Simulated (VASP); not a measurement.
# ZnSe (F-43m) in VASP: settings compared

The runs below take ZnSe through single point, relaxation of cell and atoms, with revPBE, PBEsol.

Everything below comes from runs of VASP 6.6.1. Logs are shortened: lines on timing, memory, paths and dates and some standing lists are left out, and cuts for length are marked.

### 1 The cell of the first run

It takes space group F-43m (No. 216, cubic). The conventional cell has a = 5.485 Å, b = 5.485 Å, c = 5.485 Å, α = 90.00°, β = 90.00°, γ = 90.00°. Within 3.1 Å of Zn (site symmetry -43m) lie 4 Se at 2.38 Å. Se (site symmetry -43m) has 4 Zn at 2.38 Å within 3.1 Å.

### 2 Single point, revPBE

File INCAR:

```
PREC = Accurate
ENCUT = 520
EDIFF = 1E-7
ISMEAR = 0
SIGMA = 0.01
LREAL = F
LASPH = T
NELM = 100
ALGO = Normal
ISIF = 2
LWAVE = F
LCHARG = T
GGA = RE
LELF = T
LVHAR = T
NBANDS = 16
```

File KPOINTS:

```
regular mesh
0
Gamma
  10 10 10
```

File POSCAR:

```
ZnSe
1.0
    0.0000000000      2.7426498988      2.7426498988
    2.7426498988      0.0000000000      2.7426498988
    2.7426498988      2.7426498988      0.0000000000
Zn Se
1 1
Direct
    0.0000000000      0.0000000000      0.0000000000
    0.7500000000      0.7500000000      0.7500000000
```

Potentials or basis: VASP PAW PBE potentials, release 64 (Zn, Se).

Started as:

```bash
$ cat potpaw_PBE.64/Zn/POTCAR potpaw_PBE.64/Se/POTCAR > POTCAR
$ mpirun -np 1 vasp_std > vasp.out
```

OUTCAR:

```text
PREC = Accurate
   ENCUT = 520
   EDIFF = 1E-7
   ISMEAR = 0
   LREAL = F
   LASPH = T
   NELM = 100
   ISIF = 2
   GGA = RE

 ion  position               nearest neighbor table
   1  0.000  0.000  0.000-   2 2.38   2 2.38   2 2.38   2 2.38
   2  0.750  0.750  0.750-   1 2.38   1 2.38   1 2.38   1 2.38

  LATTYP: Found a face centered cubic cell.
 ALAT       =     5.4852997976

  Lattice vectors:

 A1 = (   0.0000000000,   2.7426498988,   2.7426498988)
 A2 = (   2.7426498988,   0.0000000000,   2.7426498988)
 A3 = (   2.7426498988,   2.7426498988,   0.0000000000)

Analysis of symmetry for initial positions (statically):
=====================================================================
 Subroutine PRICEL returns:
 Original cell was already a primitive cell.

 Routine SETGRP: Setting up the symmetry group for a
 face centered cubic supercell.

 Subroutine GETGRP returns: Found 24 space group operations
 (whereof 24 operations were pure point group operations)
 out of a pool of 48 trial point group operations.

The static configuration has the point symmetry T_d .

Analysis of symmetry for dynamics (positions and initial velocities):
=====================================================================
 Subroutine PRICEL returns:
 Original cell was already a primitive cell.

 Routine SETGRP: Setting up the symmetry group for a
 face centered cubic supercell.

 Subroutine GETGRP returns: Found 24 space group operations
 (whereof 24 operations were pure point group operations)
 out of a pool of 48 trial point group operations.

The dynamic configuration has the point symmetry T_d .

 Subroutine INISYM returns: Found 24 space group operations
 (whereof 24 operations are pure point group operations),
 and found     1 'primitive' translations

----------------------------------------------------------------------------------------

                                     Primitive cell

  volume of cell :      41.2611

  direct lattice vectors                    reciprocal lattice vectors
     0.000000000  2.742649899  2.742649899    -0.182305441  0.182305441  0.182305441
     2.742649899  0.000000000  2.742649899     0.182305441 -0.182305441  0.182305441
     2.742649899  2.742649899  0.000000000     0.182305441  0.182305441 -0.182305441

  length of vectors
     3.878692684  3.878692684  3.878692684     0.315762287  0.315762287  0.315762287

  position of ions in fractional coordinates (direct lattice)
     0.000000000  0.000000000  0.000000000
     0.750000000  0.750000000  0.750000000

[... 76 lines left out ...]
   EDIFF  = 0.1E-06   stopping-criterion for ELM
   LREAL  =      F    real-space projection
   EDIFFG = 0.1E-05   stopping-criterion for IOM
   NSW    =      0    number of steps for IOM
   IBRION =     -1    ionic relax: 0-MD 1-quasi-New 2-CG
   NFREE  =      0    steps in history (QN), initial steepest desc. (CG)
   ISIF   =      2    stress and relaxation
   ISYM   =      2    0-nonsym 1-usesym 2-fastsym
   POTIM  = 0.5000    time-step for ionic-motion
   TEBEG  =    0.0;   TEEND  =   0.0 temperature during run
   PSTRESS=    0.0 pullay stress
   NELECT =      18.0000    total number of electrons
   NUPDOWN=      -1.0000    fix difference up-down
   EMIN   =  10.00;   EMAX   =-10.00  energy-range for DOS
   EFERMI =   0.00;   METHOD = LEGACY
   ISMEAR =     0;   SIGMA  =   0.01  broadening in eV -4-tet -1-fermi 0-gaus
   EFERMI_NEDOS =   21; number of points for ismear=-14 and -15
   IALGO  =     38    algorithm
   IMIX   =      4    mixing-type and parameters
     AMIX     =   0.40;   BMIX     =  1.00
     AMIX_MAG =   1.60;   BMIX_MAG =  1.00
  volume/ion in A,a.u.               =      20.63       139.22
  Fermi-wavevector in a.u.,A,eV,Ry     =   1.241610  2.346303 20.974688  1.541596
  Thomas-Fermi vector in A             =   2.376001
   LORBIT       =      0    0 simple, 1 ext, 2 COOP (PROOUT), +10 PAW based schemes
   GGA     = RE    functional components
   LHFCALC =     F    Hartree Fock is set to
   AEXX    =    0.0000 exact exchange contribution
   IVDW    =     0    specifies the selected vdW correction
   LEPSILON=     F    determine dielectric tensor
   LRPA    =     F    only Hartree local field effects (RPA)
 non-spin polarized calculation
 Gauss-broadening in eV      SIGMA  =   0.01
  energy-cutoff  :      520.00
  volume of cell :       41.26
 maximum number of plane-waves:      1139
 NGX is ok and might be reduce to    30
   NGX = 15   NGY = 15   NGZ = 15

 number of electron      18.0000000 magnetization

 Free energy of the ion-electron system (eV)
  ---------------------------------------------------
  ext. energy  EPLUGINS =         0.00000000
  ---------------------------------------------------
  free energy    TOTEN  =        -5.23109732 eV

  energy without entropy =       -5.23109732  energy(sigma->0) =       -5.23109732

 E-fermi :   2.6717     XC(G=0):  -9.6411

 val. band max:        2.5887529372   @ k =   0.0000   0.0000   0.0000
 cond. band min:       4.4051927613   @ k =   0.0000   0.0000   0.0000
 fundamental gap:      1.8164398241
 Fermi energy:         2.6717403100

 k-point     1 :       0.0000    0.0000    0.0000
  band No.  band energies     occupation
      1     -11.3275      2.00000
      2      -4.3360      2.00000
      3      -4.3360      2.00000
      4      -4.3360      2.00000
      5      -3.8675      2.00000
      6      -3.8675      2.00000
[... 433 lines left out ...]
      3      -4.1061      2.00000
      4      -4.0970      2.00000
      5      -3.8405      2.00000
      6      -3.8206      2.00000
[... 8 lines left out ...]
     15      16.1960      0.00000
     16      18.0943      0.00000

 [... further k-points ...]

------------------------ aborting loop because EDIFF is reached ----------------------------------------

  FORCE on cell =-STRESS in cart. coord.  units (eV):
  Direction    XX          YY          ZZ          XY          YZ          ZX
  --------------------------------------------------------------------------------------
  -------------------------------------------------------------------------------------
  Total        3.1753153      3.1753153      3.1753153     -0.0000000      0.0000000      0.0000000
  in kB      123.2980829    123.2980829    123.2980829     -0.0000000      0.0000000      0.0000000
  external PRESSURE =     123.2980829 kB  Pullay stress =       0.0000000 kB

 VOLUME and BASIS-vectors are now :
 -----------------------------------------------------------------------------
  energy-cutoff  :      520.00
  volume of cell :       41.26
      direct lattice vectors                 reciprocal lattice vectors
     0.000000000  2.742649899  2.742649899    -0.182305441  0.182305441  0.182305441
     2.742649899  0.000000000  2.742649899     0.182305441 -0.182305441  0.182305441
     2.742649899  2.742649899  0.000000000     0.182305441  0.182305441 -0.182305441

 POSITION                                       TOTAL-FORCE (eV/Angst)
 -----------------------------------------------------------------------------------
      0.00000      0.00000      0.00000        -0.000000     -0.000000     -0.000000
      4.11397      4.11397      4.11397         0.000000      0.000000      0.000000
 -----------------------------------------------------------------------------------
    total drift:                               -0.000001     -0.000001     -0.000001

  FREE ENERGIE OF THE ION-ELECTRON SYSTEM (eV)
  ---------------------------------------------------
  free  energy   TOTEN  =        -5.2310973176 eV

  energy  without entropy=       -5.2310973176  energy(sigma->0) =       -5.23109732
```

stdout:

```text
POSCAR found type information on POSCAR ZnSe
 POSCAR found :  2 types and       2 ions
 scaLAPACK will be used
 -----------------------------------------------------------------------------
|                                                                             |
|                                                                             |
|     You enforced a specific xc type in the INCAR file but a different       |
|     I HOPE YOU KNOW WHAT YOU ARE DOING!                                     |
|                                                                             |
 -----------------------------------------------------------------------------

 LDA part: xc-table for (Slater+PW92), standard interpolation
 POSCAR, INCAR and KPOINTS ok, starting setup
 FFT: planning ... GRIDC
 FFT: planning ... GRID_SOFT
 FFT: planning ... GRID
 WAVECAR not read
 entering main loop
```

It took 36 s on 1 thread of Intel Xeon Platinum 8488C (Sapphire Rapids), shared host; peak memory 0.18 GiB.

What came out:

| Property | Result |
| --- | --- |
| Free energy | -5.2311 eV |
| Pressure | 12.3 GPa |
| Band gap on the k mesh | 1.82 eV, direct |

Levels at points of the mesh, in eV from the valence-band top:
| k point | band 7 | band 8 | band 9 | band 10 | band 11 | band 12 |
| --- | --- | --- | --- | --- | --- | --- |
| (0.00, 0.00, 0.00) | 0.00 | 0.00 | 0.00 | 1.82 | 5.79 | 5.79 |
| (0.50, 0.00, 0.00) | -5.87 | -1.02 | -1.02 | 2.79 | 6.38 | 6.38 |
| (0.50, 0.50, 0.00) | -5.16 | -2.55 | -2.55 | 2.83 | 3.49 | 11.62 |

Caveat: the PAW data sets were made with another functional, which shifts forces and pressure a little. As with any semilocal functional, this revPBE gap is likely too small.

### 3 Relaxation of cell and atoms, PBEsol

This run uses another cell than the first one, of 22.34 Å³/atom, 1.083 times its volume.

File INCAR:

```
PREC = Accurate ; ENCUT = 600
EDIFF = 1E-7 ; ISMEAR = 0
SIGMA = 0.01 ; LREAL = F
LASPH = T ; NELM = 100
ALGO = Normal ; ISIF = 3
LWAVE = F ; LCHARG = F
GGA = PS ; IBRION = 2
NSW = 80 ; EDIFFG = -0.001
```

File KPOINTS:

```
regular mesh
0
Gamma
  8 8 8
```

File POSCAR:

```
ZnSe
1.0
    0.0000000000      2.8166002289      2.8166002289
    2.8166002289      0.0000000000      2.8166002289
    2.8166002289      2.8166002289      0.0000000000
Zn Se
1 1
Direct
    0.0000000000      0.0000000000      0.0000000000
    0.7500000000      0.7500000000      0.7500000000
```

Potentials or basis: VASP PAW PBE potentials, release 64 (Zn, Se).

Started as:

```bash
$ cat potpaw_PBE.64/Zn/POTCAR potpaw_PBE.64/Se/POTCAR > POTCAR
$ mpirun -np 1 vasp_std > vasp.out
```

Wall time 36 s (1 thread of Intel Xeon Platinum 8488C (Sapphire Rapids), shared host); peak memory 0.19 GiB.

Results (log left out):

| Quantity | Value |
| --- | --- |
| Free energy | -6.7731 eV |
| Relaxed volume | 22.43 Å³/atom |
| Relaxed cell | a = 3.988 Å, b = 3.988 Å, c = 3.988 Å, α = 60.00°, β = 60.00°, γ = 60.00° |
| Space group after relaxing (to 0.05 Å) | F-43m (No. 216) |
| Energy gained by relaxing | 0.1 meV/atom |
| Ionic steps | 5 |
| Pressure after relaxing | 0.0 GPa |
| Band gap on the k mesh | 1.23 eV, direct |

Step by step:
| step | energy change (eV) | largest force (eV/Å) | pressure (GPa) | volume (Å³) |
| --- | --- | --- | --- | --- |
| 1 | 0.0000 | 0.0000 | 0.25 | 44.69 |
| 2 | -0.0001 | 0.0000 | -0.08 | 44.92 |
| 3 | -0.0001 | 0.0000 | -0.01 | 44.86 |
| 4 | -0.0001 | 0.0000 | 0.02 | 44.86 |
| 5 | -0.0001 | 0.0000 | 0.00 | 44.86 |

Final structure:
```
Zn Se
1.0
     0.00000    2.82018    2.82018
     2.82018    0.00000    2.82018
     2.82018    2.82018    0.00000
Zn Se
1 1
Direct
  0.00000 0.00000 0.00000
  0.75000 0.75000 0.75000
```

Levels at points of the mesh, in eV from the valence-band top:
```csv
k point,band 7,band 8,band 9,band 10,band 11,band 12
"(0.00, 0.00, 0.00)",0.00,0.00,0.00,1.23,5.73,5.73
"(0.50, 0.00, 0.00)",-5.38,-0.90,-0.90,2.47,6.30,6.30
"(0.50, 0.50, 0.00)",-4.85,-2.26,-2.26,2.80,3.37,10.71
```

Caveat: the PAW data sets were made with another functional, which shifts forces and pressure a little.
